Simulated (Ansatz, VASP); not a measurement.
# One calculation of NaCl, two programs

Contents of INCAR:

```
PREC = Accurate
ENCUT = 520
EDIFF = 1E-6
ISMEAR = 0
SIGMA = 0.01
LREAL = False
LASPH = True
NELM = 60
ALGO = Normal
ISIF = 2
LWAVE = False
LCHARG = False
GGA = PS
IBRION = 2
NSW = 50
EDIFFG = -0.002
```

KPOINTS

```
Automatic mesh
0
Gamma
  8 8 8
```

POSCAR

```
NaCl
1.0
    0.0140047627      2.8079549190      2.8079549190
    2.8079549190      0.0140047627      2.8079549190
    2.8079549190      2.8079549190      0.0140047627
Na Cl
1 1
Direct
    0.0000000000      0.0000000000      0.0000000000
    0.5000000000      0.5000000000      0.5000000000
```

Input for Ansatz:

```yaml
crystal:
  lattice:
    - [0.01400476269, 2.80795491895, 2.80795491895]
    - [2.80795491895, 0.01400476269, 2.80795491895]
    - [2.80795491895, 2.80795491895, 0.01400476269]
  atoms:
    - { symbol: Na, position: [0.0, 0.0, 0.0] }
    - { symbol: Cl, position: [0.5, 0.5, 0.5] }
kpoints:
  mp_grid: { grid: [8, 8, 8] }
scf:
  occupations: { method: fixed }
  convergence: { dr2_threshold: 1.0e-10 }
hamiltonian:
  xc: pbesol
  pseudopotentials: { kind: all_electron, lapw: { basis_error: 0.0005 } }
output:
  forces: true
  stress: true
  eigenstates:
    kpoints:
      - [0.0, 0.0, 0.0]
      - [-0.5, 0.0, -0.5]
      - [0.0, -0.5, -0.5]
      - [-0.5, -0.5, 0.0]
      - [-0.5, 0.0, 0.0]
      - [0.0, -0.5, 0.0]
      - [0.0, 0.0, -0.5]
      - [-0.5, -0.5, -0.5]
relax:
  f_tol: 0.002
  max_steps: 30
```

Change from the starting cell: equal xy, yz and zx engineering shears of +0.5 %.

Alike in both runs: task relaxation of the atoms; functional PBEsol; k mesh 8 × 8 × 8; no spin polarisation.

|  | VASP | Ansatz |
| --- | --- | --- |
| version | VASP 6.6.1 | Ansatz 0.2.0 |
| potentials or method | VASP PAW PBE potentials, release 64 (Na_pv, Cl), cutoff 520 eV | all-electron LAPW, scalar-relativistic |
| occupations | gaussian, width 0.01 eV | fixed |

|  | VASP | Ansatz | Ansatz less VASP |
| --- | --- | --- | --- |
| gap on the k mesh at the Fermi level, each at its own relaxed structure (eV) | 5.00 | 5.00 | +0.004 |

VASP's potentials were made for PBE, not for PBEsol. Ansatz ran all-electron here, and VASP with PAW potentials.

Noted on VASP's run: the relaxation stopped at its first step, so nothing moved.
